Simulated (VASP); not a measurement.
# Cd (Fd-3m) in VASP: relaxation of cell and atoms with PBEsol

Aim: the relaxation of cell and atoms of Cd with PBEsol.

All numbers are computed with VASP 6.6.1; they aren't measurements. Logs are shortened: lines on timing, memory, paths and dates and some standing lists are left out, and cuts for length are marked.

## 1. The cell of the first run

It takes space group Fd-3m (No. 227, cubic). The conventional cell has a = 6.155 Å, b = 6.155 Å, c = 6.155 Å, α = 90.00°, β = 90.00°, γ = 90.00°. Within 3.5 Å of Cd (site symmetry -43m) lie 4 Cd at 2.66 Å.

This isn't the form of Cd at room conditions, which is hcp.

## 2. Relaxation of cell and atoms, PBEsol

The input, INCAR:

```
SYSTEM = Cd
ALGO = Normal ; EDIFF = 1E-7
EDIFFG = -0.01 ; ENCUT = 630
GGA = PS ; GGA_COMPAT = .False.
IBRION = 2 ; ISIF = 3
ISMEAR = -1 ; LASPH = .True.
LCHARG = .False. ; LREAL = .False.
LWAVE = .False. ; NELM = 120
NELMIN = 4 ; NSW = 80
PREC = Accurate ; SIGMA = 0.1
```

The input, KPOINTS:

```
k-points
0
Gamma
  9 9 9
  0 0 0
```

The input, POSCAR:

```
Cd
1.0
    0.0000000000      3.0772608027      3.0772608027
    3.0772608027      0.0000000000      3.0772608027
    3.0772608027      3.0772608027      0.0000000000
Cd
2
Direct
    0.1250000000      0.1250000000      0.1250000000
    0.8750000000      0.8750000000      0.8750000000
```

Potentials or basis: VASP PAW PBE potentials, release 64 (Cd_sv_GW).

The run is started by

```console
$ cat potpaw_PBE.64/Cd_sv_GW/POTCAR > POTCAR
$ mpirun -np 1 vasp_std > vasp.out
```

OUTCAR:

```text
SYSTEM = Cd
   EDIFF = 1E-7
   EDIFFG = -0.01
   ENCUT = 630
   GGA = PS
   IBRION = 2
   ISIF = 3
   ISMEAR = -1
   LASPH = .True.
   LREAL = .False.
   NELM = 120
   NELMIN = 4
   NSW = 80
   PREC = Accurate

 ion  position               nearest neighbor table
   1  0.125  0.125  0.125-   2 2.66   2 2.66   2 2.66   2 2.66
   2  0.875  0.875  0.875-   1 2.66   1 2.66   1 2.66   1 2.66

  LATTYP: Found a face centered cubic cell.
 ALAT       =     6.1545216054

  Lattice vectors:

 A1 = (   0.0000000000,   3.0772608027,   3.0772608027)
 A2 = (   3.0772608027,   0.0000000000,   3.0772608027)
 A3 = (   3.0772608027,   3.0772608027,   0.0000000000)

Analysis of symmetry for initial positions (statically):
=====================================================================
 Subroutine PRICEL returns:
 Original cell was already a primitive cell.

 Routine SETGRP: Setting up the symmetry group for a
 face centered cubic supercell.

 Subroutine GETGRP returns: Found 48 space group operations
 (whereof 12 operations were pure point group operations)
 out of a pool of 48 trial point group operations.

The static configuration has the point symmetry D_3d.
 The point group associated with its full space group is O_h .

Analysis of symmetry for dynamics (positions and initial velocities):
=====================================================================
 Subroutine PRICEL returns:
 Original cell was already a primitive cell.

 Routine SETGRP: Setting up the symmetry group for a
 face centered cubic supercell.

 Subroutine GETGRP returns: Found 48 space group operations
 (whereof 12 operations were pure point group operations)
 out of a pool of 48 trial point group operations.

The dynamic configuration has the point symmetry D_3d.
 The point group associated with its full space group is O_h .

 Subroutine INISYM returns: Found 48 space group operations
 (whereof 12 operations are pure point group operations),
 and found     1 'primitive' translations

----------------------------------------------------------------------------------------

                                     Primitive cell

  volume of cell :      58.2805

  direct lattice vectors                    reciprocal lattice vectors
     0.000000000  3.077260803  3.077260803    -0.162482166  0.162482166  0.162482166
     3.077260803  0.000000000  3.077260803     0.162482166 -0.162482166  0.162482166
     3.077260803  3.077260803  0.000000000     0.162482166  0.162482166 -0.162482166

  length of vectors
     4.351903962  4.351903962  4.351903962     0.281427367  0.281427367  0.281427367

  position of ions in fractional coordinates (direct lattice)
     0.125000000  0.125000000  0.125000000
     0.875000000  0.875000000  0.875000000

  ion indices of the primitive-cell ions
   primitive index   ion index
                 1           1
                 2           2

----------------------------------------------------------------------------------------

 KPOINTS: k-points

Automatic generation of k-mesh.
 Grid dimensions read from file:
 generate k-points for:    9    9    9

 Generating k-lattice:

  Cartesian coordinates                     Fractional coordinates (reciprocal lattice)
    -0.018053574  0.018053574  0.018053574     0.111111111  0.000000000  0.000000000
     0.018053574 -0.018053574  0.018053574     0.000000000  0.111111111  0.000000000
     0.018053574  0.018053574 -0.018053574     0.000000000  0.000000000  0.111111111

  Length of vectors
     0.031269707  0.031269707  0.031269707

  Shift w.r.t. Gamma in fractional coordinates (k-lattice)
     0.000000000  0.000000000  0.000000000

 Subroutine IBZKPT returns following result:
 ===========================================

 Found     35 irreducible k-points:

 Following reciprocal coordinates:
            Coordinates               Weight
  0.000000  0.000000  0.000000      1.000000
  0.111111  0.000000  0.000000      8.000000
  0.222222  0.000000  0.000000      8.000000
  0.333333  0.000000  0.000000      8.000000
  0.444444  0.000000  0.000000      8.000000
  0.111111  0.111111  0.000000      6.000000
[... 16 lines left out ...]
 -0.333333  0.333333  0.000000     12.000000
  0.444444  0.444444  0.000000      6.000000
 [... further k-points ...]
   k-points           NKPTS =     35   k-points in BZ     NKDIM =     35   number of bands    NBANDS=     24
   number of dos      NEDOS =    301   number of ions     NIONS =      2
   total plane-waves  NPLWV =  46656
   dimension x,y,z NGX =    36 NGY =   36 NGZ =   36
   dimension x,y,z NGXF=    72 NGYF=   72 NGZF=   72
   ions per type =               2
   NGX,Y,Z   is equivalent  to a cutoff of  13.75, 13.75, 13.75 a.u.
   NGXF,Y,Z  is equivalent  to a cutoff of  27.50, 27.50, 27.50 a.u.
 SYSTEM =  Cd
   PREC   = accura    normal or accurate (medium, high low for compatibility)
   ISTART =      0    job   : 0-new  1-cont  2-samecut
   ICHARG =      2    charge: 1-file 2-atom 10-const
   ISPIN  =      1    spin polarized calculation?
   LNONCOLLINEAR =      F non collinear calculations
   LSORBIT =      F    spin-orbit coupling
   LASPH  =      T    aspherical Exc in radial PAW
   ENCUT  =  630.0 eV  46.30 Ry    6.80 a.u.   8.91  8.91  8.91*2*pi/ulx,y,z
   NELM   =    120;   NELMIN=  4; NELMDL= -5     # of ELM steps
   EDIFF  = 0.1E-06   stopping-criterion for ELM
   LREAL  =      F    real-space projection
   EDIFFG = -.1E-01   stopping-criterion for IOM
   NSW    =     80    number of steps for IOM
   IBRION =      2    ionic relax: 0-MD 1-quasi-New 2-CG
   NFREE  =      1    steps in history (QN), initial steepest desc. (CG)
   ISIF   =      3    stress and relaxation
   ISYM   =      2    0-nonsym 1-usesym 2-fastsym
   POTIM  = 0.5000    time-step for ionic-motion
   TEBEG  =    0.0;   TEEND  =   0.0 temperature during run
   PSTRESS=    0.0 pullay stress
   NELECT =      40.0000    total number of electrons
   NUPDOWN=      -1.0000    fix difference up-down
   EMIN   =  10.00;   EMAX   =-10.00  energy-range for DOS
   EFERMI =   0.00;   METHOD = LEGACY
   ISMEAR =    -1;   SIGMA  =   0.10  broadening in eV -4-tet -1-fermi 0-gaus
   EFERMI_NEDOS =   21; number of points for ismear=-14 and -15
   IALGO  =     38    algorithm
   IMIX   =      4    mixing-type and parameters
     AMIX     =   0.40;   BMIX     =  1.00
     AMIX_MAG =   1.60;   BMIX_MAG =  1.00
  volume/ion in A,a.u.               =      29.14       196.65
  Fermi-wavevector in a.u.,A,eV,Ry     =   1.444066  2.728890 28.372610  2.085328
  Thomas-Fermi vector in A             =   2.562403
   LORBIT       =      0    0 simple, 1 ext, 2 COOP (PROOUT), +10 PAW based schemes
   GGA     = PS    functional components
   LHFCALC =     F    Hartree Fock is set to
   AEXX    =    0.0000 exact exchange contribution
   IVDW    =     0    specifies the selected vdW correction
   LEPSILON=     F    determine dielectric tensor
   LRPA    =     F    only Hartree local field effects (RPA)
 conjugate gradient relaxation of ions
 non-spin polarized calculation
  energy-cutoff  :      630.00
  volume of cell :       58.28
 maximum number of plane-waves:      2121
   NGX = 17   NGY = 17   NGZ = 17

--------------------------------------- Ionic step        1  -------------------------------------------

 number of electron      40.0000012 magnetization

 Free energy of the ion-electron system (eV)
  ---------------------------------------------------
  ext. energy  EPLUGINS =         0.00000000
  ---------------------------------------------------
  free energy    TOTEN  =        -1.48045880 eV

  energy without entropy =       -1.45546588  energy(sigma->0) =       -1.46796234

------------------------ aborting loop because EDIFF is reached ----------------------------------------

  FORCE on cell =-STRESS in cart. coord.  units (eV):
  Direction    XX          YY          ZZ          XY          YZ          ZX
  --------------------------------------------------------------------------------------
  -------------------------------------------------------------------------------------
  Total        1.6804227      1.6804227      1.6804227     -0.0000000      0.0000000     -0.0000000
  in kB       46.1961968     46.1961968     46.1961968     -0.0000000      0.0000000     -0.0000000
  external PRESSURE =      46.1961968 kB  Pullay stress =       0.0000000 kB

 VOLUME and BASIS-vectors are now :
 -----------------------------------------------------------------------------
  energy-cutoff  :      630.00
  volume of cell :       58.28
      direct lattice vectors                 reciprocal lattice vectors
     0.000000000  3.077260803  3.077260803    -0.162482166  0.162482166  0.162482166
     3.077260803  0.000000000  3.077260803     0.162482166 -0.162482166  0.162482166
     3.077260803  3.077260803  0.000000000     0.162482166  0.162482166 -0.162482166
[... 37 lines left out ...]
 POSITION                                       TOTAL-FORCE (eV/Angst)
 -----------------------------------------------------------------------------------
      0.80050      0.80050      0.80050         0.000000      0.000000     -0.000000
      5.60349      5.60349      5.60349        -0.000000     -0.000000      0.000000
 -----------------------------------------------------------------------------------
    total drift:                                0.000000      0.000000      0.000000

  FREE ENERGIE OF THE ION-ELECTRON SYSTEM (eV)
  ---------------------------------------------------
  free  energy   TOTEN  =        -1.5693381960 eV

  energy  without entropy=       -1.5400679830  energy(sigma->0) =       -1.55470309

--------------------------------------- Ionic step        3  -------------------------------------------

 number of electron      40.0000024 magnetization

 Free energy of the ion-electron system (eV)
  ---------------------------------------------------
  ext. energy  EPLUGINS =         0.00000000
  ---------------------------------------------------
  free energy    TOTEN  =        -1.56982247 eV

  energy without entropy =       -1.54107120  energy(sigma->0) =       -1.55544684

 E-fermi :   2.7267     XC(G=0):  -9.1129

 val. band max:        2.6669696227   @ k =  -0.2222   0.3333   0.1111
 cond. band min:       2.9487507063   @ k =  -0.4444   0.3333   0.1111
 fundamental gap:      0.2817810835
 Fermi energy:         2.7266663426

 k-point     1 :       0.0000    0.0000    0.0000
  band No.  band energies     occupation
      1    -100.0375      2.00000
      2    -100.0244      2.00000
      3     -61.1307      2.00000
      4     -61.1307      2.00000
      5     -61.1307      2.00000
      6     -61.0805      2.00000
[... 16 lines left out ...]
     23       8.7726      0.00000
     24       8.7732      0.00000
[... 598 lines left out ...]
      2    -100.0298      2.00000
      3     -61.1380      2.00000
      4     -61.1380      2.00000
      5     -61.1102      2.00000
      6     -61.1013      2.00000
[... 16 lines left out ...]
     23       6.6766      0.00000
     24       6.9315      0.00000

 [... further k-points ...]
[... 5 lines left out ...]
  --------------------------------------------------------------------------------------
  -------------------------------------------------------------------------------------
  Total        0.0084457      0.0084457      0.0084457     -0.0000000      0.0000000      0.0000000
  in kB        0.2079498      0.2079498      0.2079498     -0.0000000      0.0000000      0.0000000
  external PRESSURE =       0.2079498 kB  Pullay stress =       0.0000000 kB

 VOLUME and BASIS-vectors are now :
 -----------------------------------------------------------------------------
  energy-cutoff  :      630.00
  volume of cell :       65.07
      direct lattice vectors                 reciprocal lattice vectors
    -0.000000000  3.192417234  3.192417234    -0.156621132  0.156621132  0.156621132
     3.192417234 -0.000000000  3.192417234     0.156621132 -0.156621132  0.156621132
     3.192417234  3.192417234 -0.000000000     0.156621132  0.156621132 -0.156621132

 POSITION                                       TOTAL-FORCE (eV/Angst)
 -----------------------------------------------------------------------------------
      0.79810      0.79810      0.79810         0.000000     -0.000000     -0.000000
      5.58673      5.58673      5.58673        -0.000000      0.000000      0.000000
 -----------------------------------------------------------------------------------
    total drift:                                0.000000      0.000000      0.000000

  FREE ENERGIE OF THE ION-ELECTRON SYSTEM (eV)
  ---------------------------------------------------
  free  energy   TOTEN  =        -1.5698224742 eV

  energy  without entropy=       -1.5410711984  energy(sigma->0) =       -1.55544684

 reached required accuracy - stopping structural energy minimisation
```

It took 79 s on 1 thread of Intel Xeon 6975P-C (Granite Rapids), shared host; peak memory 0.25 GiB.

Results:

```yaml
Free_energy: -1.5698 eV
Relaxed_volume: 32.54 Å³/atom
Relaxed_cell: a = 4.515 Å, b = 4.515 Å, c = 4.515 Å, α = 60.00°, β = 60.00°, γ = 60.00°
Space_group_after_relaxing_to_0.1_Å: Fd-3m (No. 227)
Energy_gained_by_relaxing: 44.7 meV/atom
Ionic_steps: 3
Pressure_after_relaxing: 0.0 GPa
Band_gap_on_the_k_mesh: zero (bands 20 and 21 overlap by 5.45 eV)
```

Step by step:
```
step  energy change (eV)  largest force (eV/Å)  pressure (GPa)  volume (Å³)
   1              0.0000                0.0000            4.62        58.28
   2             -0.0889                0.0000           -0.28        65.66
   3             -0.0894                0.0000            0.02        65.07
```

Final structure:
```yaml
crystal:
  lattice:
    - [0.00000, 3.19242, 3.19242]
    - [3.19242, 0.00000, 3.19242]
    - [3.19242, 3.19242, 0.00000]
  atoms:
    - { symbol: Cd, position: [0.12500, 0.12500, 0.12500] }
    - { symbol: Cd, position: [0.87500, 0.87500, 0.87500] }
```

Levels at points of the mesh, in eV from the Fermi level:
```tsv
k point	band 17	band 18	band 19	band 20	band 21	band 22	band 23	band 24
(0.00, 0.00, 0.00)	-8.13	-8.13	-6.83	4.90	4.90	4.90	6.05	6.05
```

Caveat: the PAW data sets were made with another functional, which shifts forces and pressure a little.

The gap in the log of VASP goes by the Fermi energy; the results here count the filled bands.